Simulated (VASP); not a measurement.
# ZnO (P6_3mc) in VASP: a series of runs

Runs on ZnO. Level: PBEsol. Tasks: single point.

All numbers are computed with VASP 6.6.1; they aren't measurements. Logs are shortened: lines on timing, memory, paths and dates and some standing lists are left out, and cuts for length are marked.

### Step 1. The cell of the first run

Symmetry: P6_3mc, No. 186, hexagonal system. The conventional cell has a = 3.072 Å, b = 3.072 Å, c = 4.968 Å, α = 90.00°, β = 90.00°, γ = 120.00°. Zn (site symmetry 3m) has 4 O at 1.87 to 1.88 Å within 2.5 Å. Within 2.5 Å of O (site symmetry 3m) lie 4 Zn at 1.87 to 1.88 Å.

### Step 2. Single point, PBEsol

The input, INCAR:

```
SYSTEM = ZnO
PREC     = Accurate       ! precision mode
ENCUT    = 520            ! plane-wave cutoff, eV
EDIFF    = 1E-7           ! SCF threshold, eV
ISMEAR   = -1             ! smearing method
SIGMA    = 0.05           ! smearing width, eV
LREAL    = .False.        ! projectors in reciprocal space
LASPH    = .True.         ! aspherical terms in the spheres
NELM     = 60             ! most SCF steps
ALGO     = Normal         ! electronic algorithm
ISIF     = 2              ! what is computed and relaxed
LWAVE    = .False.        ! write WAVECAR
LCHARG   = .True.         ! write CHGCAR
GGA      = PS             ! functional
LELF     = .True.         ! ELF
LVHAR    = .True.       
NBANDS   = 26             ! bands
```

The input, KPOINTS:

```
regular mesh
0
Gamma
  9 9 5
  0 0 0
```

The input, POSCAR:

```
ZnO
1.0
    3.0718505561      0.0000000000      0.0000000000
   -1.5359252780      2.6603006182      0.0000000000
    0.0000000000      0.0000000000      4.9678811085
Zn O
2 2
Direct
    0.6666666667      0.3333333333      0.0004460886
    0.3333333333      0.6666666667      0.5004460886
    0.3333333333      0.6666666667      0.8785639114
    0.6666666667      0.3333333333      0.3785639114
```

Potentials or basis: VASP PAW PBE potentials, release 64 (Zn, O).

Launch:

```sh
cat potpaw_PBE.64/Zn/POTCAR potpaw_PBE.64/O/POTCAR > POTCAR
mpirun -np 1 vasp_std > vasp.out
```

OUTCAR:

```text
SYSTEM = ZnO
   PREC = Accurate
   ENCUT = 520
   EDIFF = 1E-7
   ISMEAR = -1
   LREAL = .False.
   LASPH = .True.
   NELM = 60
   ISIF = 2
   GGA = PS

 ion  position               nearest neighbor table
   1  0.667  0.333  0.000-   3 1.87   3 1.87   3 1.87   4 1.88
   2  0.333  0.667  0.500-   4 1.87   4 1.87   4 1.87   3 1.88
   3  0.333  0.667  0.879-   1 1.87   1 1.87   1 1.87   2 1.88
   4  0.667  0.333  0.379-   2 1.87   2 1.87   2 1.87   1 1.88

  LATTYP: Found a hexagonal cell.
 ALAT       =     3.0718505561
 C/A-ratio  =     1.6172274718

  Lattice vectors:

 A1 = (   3.0718505561,   0.0000000000,   0.0000000000)
 A2 = (  -1.5359252780,   2.6603006182,   0.0000000000)
 A3 = (   0.0000000000,   0.0000000000,   4.9678811085)

Analysis of symmetry for initial positions (statically):
=====================================================================
 Subroutine PRICEL returns:
 Original cell was already a primitive cell.

 Routine SETGRP: Setting up the symmetry group for a
 hexagonal supercell.

 Subroutine GETGRP returns: Found 12 space group operations
 (whereof  6 operations were pure point group operations)
 out of a pool of 24 trial point group operations.

The static configuration has the point symmetry C_3v.
 The point group associated with its full space group is C_6v.

Analysis of symmetry for dynamics (positions and initial velocities):
=====================================================================
 Subroutine PRICEL returns:
 Original cell was already a primitive cell.

 Routine SETGRP: Setting up the symmetry group for a
 hexagonal supercell.

 Subroutine GETGRP returns: Found 12 space group operations
 (whereof  6 operations were pure point group operations)
 out of a pool of 24 trial point group operations.

The dynamic configuration has the point symmetry C_3v.
 The point group associated with its full space group is C_6v.

 Subroutine INISYM returns: Found 12 space group operations
 (whereof  6 operations are pure point group operations),
 and found     1 'primitive' translations

----------------------------------------------------------------------------------------

                                     Primitive cell

  volume of cell :      40.5978

  direct lattice vectors                    reciprocal lattice vectors
     3.071850556  0.000000000  0.000000000     0.325536670  0.187948684  0.000000000
    -1.535925278  2.660300618  0.000000000     0.000000000  0.375897368  0.000000000
     0.000000000  0.000000000  4.967881109     0.000000000  0.000000000  0.201293062

  length of vectors
     3.071850556  3.071850556  4.967881109     0.375897368  0.375897368  0.201293062

  position of ions in fractional coordinates (direct lattice)
     0.666666667  0.333333333  0.000446089
     0.333333333  0.666666667  0.500446089
     0.333333333  0.666666667  0.878563911
     0.666666667  0.333333333  0.378563911

  ion indices of the primitive-cell ions
   primitive index   ion index
                 1           1
                 2           2
                 3           3
                 4           4

----------------------------------------------------------------------------------------

 KPOINTS: regular mesh

Automatic generation of k-mesh.
 Grid dimensions read from file:
 generate k-points for:    9    9    5

 Generating k-lattice:

  Cartesian coordinates                     Fractional coordinates (reciprocal lattice)
     0.036170741  0.020883187  0.000000000     0.111111111 -0.000000000  0.000000000
     0.000000000  0.041766374  0.000000000     0.000000000  0.111111111  0.000000000
     0.000000000  0.000000000  0.040258612     0.000000000  0.000000000  0.200000000

  Length of vectors
     0.041766374  0.041766374  0.040258612

  Shift w.r.t. Gamma in fractional coordinates (k-lattice)
     0.000000000  0.000000000  0.000000000

 Subroutine IBZKPT returns following result:
 ===========================================

 Found     36 irreducible k-points:

 Following reciprocal coordinates:
            Coordinates               Weight
  0.000000  0.000000  0.000000      1.000000
  0.111111 -0.000000  0.000000      6.000000
  0.222222 -0.000000  0.000000      6.000000
  0.333333 -0.000000  0.000000      6.000000
  0.444444 -0.000000  0.000000      6.000000
  0.111111  0.111111  0.000000      6.000000
[... 16 lines left out ...]
  0.333333  0.222222  0.200000     24.000000
  0.333333  0.333333  0.200000      4.000000
 [... further k-points ...]
   k-points           NKPTS =     36   k-points in BZ     NKDIM =     36   number of bands    NBANDS=     26
   number of dos      NEDOS =    301   number of ions     NIONS =      4
   total plane-waves  NPLWV =  23040
   dimension x,y,z NGX =    24 NGY =   24 NGZ =   40
   dimension x,y,z NGXF=    48 NGYF=   48 NGZF=   80
   ions per type =               2   2
   NGX,Y,Z   is equivalent  to a cutoff of  12.99, 12.99, 13.39 a.u.
   NGXF,Y,Z  is equivalent  to a cutoff of  25.98, 25.98, 26.77 a.u.
 SYSTEM =  ZnO
   PREC   = accura    normal or accurate (medium, high low for compatibility)
   ISTART =      0    job   : 0-new  1-cont  2-samecut
   ICHARG =      2    charge: 1-file 2-atom 10-const
   ISPIN  =      1    spin polarized calculation?
   LNONCOLLINEAR =      F non collinear calculations
   LSORBIT =      F    spin-orbit coupling
   LASPH  =      T    aspherical Exc in radial PAW
   ENCUT  =  520.0 eV  38.22 Ry    6.18 a.u.   5.71  5.71  9.24*2*pi/ulx,y,z
   NELM   =     60;   NELMIN=  2; NELMDL= -5     # of ELM steps
   EDIFF  = 0.1E-06   stopping-criterion for ELM
   LREAL  =      F    real-space projection
   EDIFFG = 0.1E-05   stopping-criterion for IOM
   NSW    =      0    number of steps for IOM
   IBRION =     -1    ionic relax: 0-MD 1-quasi-New 2-CG
   NFREE  =      0    steps in history (QN), initial steepest desc. (CG)
   ISIF   =      2    stress and relaxation
   ISYM   =      2    0-nonsym 1-usesym 2-fastsym
   POTIM  = 0.5000    time-step for ionic-motion
   TEBEG  =    0.0;   TEEND  =   0.0 temperature during run
   PSTRESS=    0.0 pullay stress
   NELECT =      36.0000    total number of electrons
   NUPDOWN=      -1.0000    fix difference up-down
   EMIN   =  10.00;   EMAX   =-10.00  energy-range for DOS
   EFERMI =   0.00;   METHOD = LEGACY
   ISMEAR =    -1;   SIGMA  =   0.05  broadening in eV -4-tet -1-fermi 0-gaus
   EFERMI_NEDOS =   21; number of points for ismear=-14 and -15
   IALGO  =     38    algorithm
   IMIX   =      4    mixing-type and parameters
     AMIX     =   0.40;   BMIX     =  1.00
     AMIX_MAG =   1.60;   BMIX_MAG =  1.00
  volume/ion in A,a.u.               =      10.15        68.49
  Fermi-wavevector in a.u.,A,eV,Ry     =   1.572805  2.972171 33.656962  2.473717
  Thomas-Fermi vector in A             =   2.674185
   LORBIT       =      0    0 simple, 1 ext, 2 COOP (PROOUT), +10 PAW based schemes
   GGA     = PS    functional components
   LHFCALC =     F    Hartree Fock is set to
   AEXX    =    0.0000 exact exchange contribution
   IVDW    =     0    specifies the selected vdW correction
   LEPSILON=     F    determine dielectric tensor
   LRPA    =     F    only Hartree local field effects (RPA)
 non-spin polarized calculation
  energy-cutoff  :      520.00
  volume of cell :       40.60
 maximum number of plane-waves:      1105
 NGX is ok and might be reduce to    24
   NGX = 11   NGY = 11   NGZ = 19

 number of electron      36.0000039 magnetization

 Free energy of the ion-electron system (eV)
  ---------------------------------------------------
  ext. energy  EPLUGINS =         0.00000000
  ---------------------------------------------------
  free energy    TOTEN  =       -18.81241100 eV

  energy without entropy =      -18.81240976  energy(sigma->0) =      -18.81241038

 E-fermi :   3.1413     XC(G=0): -12.0682

 val. band max:        2.6605113051   @ k =   0.0000   0.0000   0.0000
 cond. band min:       3.5582781544   @ k =   0.0000   0.0000   0.0000
 fundamental gap:      0.8977668492
 Fermi energy:         3.1412616106

 k-point     1 :       0.0000    0.0000    0.0000
  band No.  band energies     occupation
      1     -16.8491      2.00000
      2     -15.8333      2.00000
      3      -4.4779      2.00000
      4      -4.0195      2.00000
      5      -4.0195      2.00000
      6      -3.9731      2.00000
[... 18 lines left out ...]
     25      17.7916      0.00000
     26      17.7916      0.00000

 k-point     2 :       0.1111   -0.0000    0.0000
  band No.  band energies     occupation
      1     -16.7550      2.00000
      2     -15.7907      2.00000
      3      -4.3612      2.00000
      4      -4.1269      2.00000
      5      -3.9706      2.00000
      6      -3.9219      2.00000
[... 18 lines left out ...]
     25      17.6883      0.00000
     26      17.9969      0.00000

 k-point     3 :       0.2222   -0.0000    0.0000
  band No.  band energies     occupation
      1     -16.5024      2.00000
      2     -15.6882      2.00000
      3      -4.4312      2.00000
      4      -4.0351      2.00000
      5      -3.8762      2.00000
      6      -3.8557      2.00000
[... 18 lines left out ...]
     25      16.7894      0.00000
     26      17.9064      0.00000

 k-point     4 :       0.3333   -0.0000    0.0000
  band No.  band energies     occupation
      1     -16.1779      2.00000
      2     -15.5918      2.00000
      3      -4.5971      2.00000
      4      -4.1335      2.00000
      5      -3.7514      2.00000
      6      -3.6305      2.00000
[... 18 lines left out ...]
     25      16.8016      0.00000
     26      17.8005      0.00000

 k-point     5 :       0.4444   -0.0000    0.0000
  band No.  band energies     occupation
      1     -15.9197      2.00000
      2     -15.5641      2.00000
      3      -4.5598      2.00000
      4      -4.3406      2.00000
      5      -3.7032      2.00000
      6      -3.4560      2.00000
[... 18 lines left out ...]
     25      16.5075      0.00000
     26      18.0529      0.00000

 k-point     6 :       0.1111    0.1111    0.0000
  band No.  band energies     occupation
      1     -16.5814      2.00000
      2     -15.7181      2.00000
      3      -4.2937      2.00000
      4      -4.1999      2.00000
      5      -3.8474      2.00000
      6      -3.8445      2.00000
[... 427 lines left out ...]
 k-point    21 :       0.4444    0.1111    0.2000
  band No.  band energies     occupation
      1     -15.8106      2.00000
      2     -15.5881      2.00000
      3      -4.5154      2.00000
      4      -4.4541      2.00000
      5      -3.7142      2.00000
      6      -3.4944      2.00000
[... 18 lines left out ...]
     25      16.1473      0.00000
     26      17.8047      0.00000

 k-point    22 :       0.2222    0.2222    0.2000
  band No.  band energies     occupation
      1     -15.9732      2.00000
      2     -15.6027      2.00000
      3      -4.4511      2.00000
      4      -4.3177      2.00000
      5      -3.7171      2.00000
      6      -3.7085      2.00000
[... 18 lines left out ...]
     25      15.2437      0.00000
     26      18.9175      0.00000

 k-point    23 :       0.3333    0.2222    0.2000
  band No.  band energies     occupation
      1     -15.7681      2.00000
      2     -15.5862      2.00000
      3      -4.3180      2.00000
      4      -4.1853      2.00000
      5      -3.8168      2.00000
      6      -3.6050      2.00000
[... 18 lines left out ...]
     25      16.0837      0.00000
     26      18.1656      0.00000

 k-point    24 :       0.3333    0.3333    0.2000
  band No.  band energies     occupation
      1     -15.6396      2.00000
      2     -15.6396      2.00000
      3      -4.1410      2.00000
      4      -3.9306      2.00000
      5      -3.9306      2.00000
      6      -3.6511      2.00000
[... 18 lines left out ...]
     25      16.5949      0.00000
     26      18.7072      0.00000

 [... further k-points ...]

------------------------ aborting loop because EDIFF is reached ----------------------------------------

  FORCE on cell =-STRESS in cart. coord.  units (eV):
  Direction    XX          YY          ZZ          XY          YZ          ZX
  --------------------------------------------------------------------------------------
  -------------------------------------------------------------------------------------
  Total        8.0948866      8.0948866      8.1157500      0.0000000      0.0000000      0.0000000
  in kB      319.4621140    319.4621140    320.2854814      0.0000000      0.0000000      0.0000000
  external PRESSURE =     319.7365698 kB  Pullay stress =       0.0000000 kB

 VOLUME and BASIS-vectors are now :
 -----------------------------------------------------------------------------
  energy-cutoff  :      520.00
  volume of cell :       40.60
      direct lattice vectors                 reciprocal lattice vectors
     3.071850556  0.000000000  0.000000000     0.325536670  0.187948684  0.000000000
    -1.535925278  2.660300618  0.000000000     0.000000000  0.375897368  0.000000000
     0.000000000  0.000000000  4.967881109     0.000000000  0.000000000  0.201293062

 POSITION                                       TOTAL-FORCE (eV/Angst)
 -----------------------------------------------------------------------------------
      1.53593      0.88677      0.00222         0.000000     -0.000000      0.001594
     -0.00000      1.77353      2.48616        -0.000000      0.000000      0.001594
     -0.00000      1.77353      4.36460        -0.000000      0.000000     -0.001594
      1.53593      0.88677      1.88066         0.000000     -0.000000     -0.001594
 -----------------------------------------------------------------------------------
    total drift:                               -0.000000     -0.000000     -0.000089

  FREE ENERGIE OF THE ION-ELECTRON SYSTEM (eV)
  ---------------------------------------------------
  free  energy   TOTEN  =       -18.8124109977 eV

  energy  without entropy=      -18.8124097575  energy(sigma->0) =      -18.81241038
```

It took 23 s on 1 thread of Intel Xeon 6975P-C (Granite Rapids), shared host; peak memory 0.17 GiB.

Results:

* Free energy: -18.8124 eV
* Pressure: 32.0 GPa
* Band gap on the k mesh: 0.90 eV

Stress tensor (GPa, compression positive):
```
31.95  0.00  0.00
 0.00 31.95  0.00
 0.00  0.00 32.03
```

Caveat: the cell stands under pressure; the PAW data sets were made with another functional, which shifts forces and pressure a little.

### Step 3. Single point, PBEsol

This run uses another cell than the first one, of 10.57 Å³/atom.

The input, INCAR:

```
SYSTEM = ZnO
  PREC = Accurate
  ENCUT = 520
  EDIFF = 1E-7
  ISMEAR = -1
  SIGMA = 0.05
  LREAL = .False.
  LASPH = .True.
  NELM = 60
  ALGO = Normal
  ISIF = 2
  LWAVE = .False.
  LCHARG = .False.
  GGA = PS
  NBANDS = 26
```

The input, KPOINTS:

```
Automatic mesh
0
Gamma
  9 9 5
  0 0 0
```

The input, POSCAR:

```
ZnO
1.0
    3.1144155782      0.0000000000      0.0000000000
   -1.5572077891      2.6971630086      0.0000000000
    0.0000000000      0.0000000000      5.0311627481
Zn O
2 2
Direct
    0.6666666667      0.3333333333      0.0002271084
    0.3333333333      0.6666666667      0.5002271084
    0.3333333333      0.6666666667      0.8787828916
    0.6666666667      0.3333333333      0.3787828916
```

Potentials or basis: VASP PAW PBE potentials, release 64 (Zn, O).

Launch:

```sh
cat potpaw_PBE.64/Zn/POTCAR potpaw_PBE.64/O/POTCAR > POTCAR
mpirun -np 1 vasp_std > vasp.out
```

Wall time 20 s (1 thread of Intel Xeon 6975P-C (Granite Rapids), shared host); peak memory 0.17 GiB.

Results (log left out):

```yaml
Free_energy: -19.0911 eV
Pressure: 21.7 GPa
Band_gap_on_the_k_mesh: 0.84 eV
```

Forces on the atoms (eV/Å):
```
Zn   0.000  0.000  0.002
Zn   0.000  0.000  0.002
O    0.000  0.000 -0.002
O    0.000  0.000 -0.002
```

Levels at points of the mesh, in eV from the valence-band top:
| k point | band 16 | band 17 | band 18 | band 19 | band 20 | band 21 |
| --- | --- | --- | --- | --- | --- | --- |
| (0.00, 0.00, 0.00) | -0.13 | 0.00 | 0.00 | 0.84 | 5.55 | 8.45 |

Caveat: the cell stands under pressure; the PAW data sets were made with another functional, which shifts forces and pressure a little.
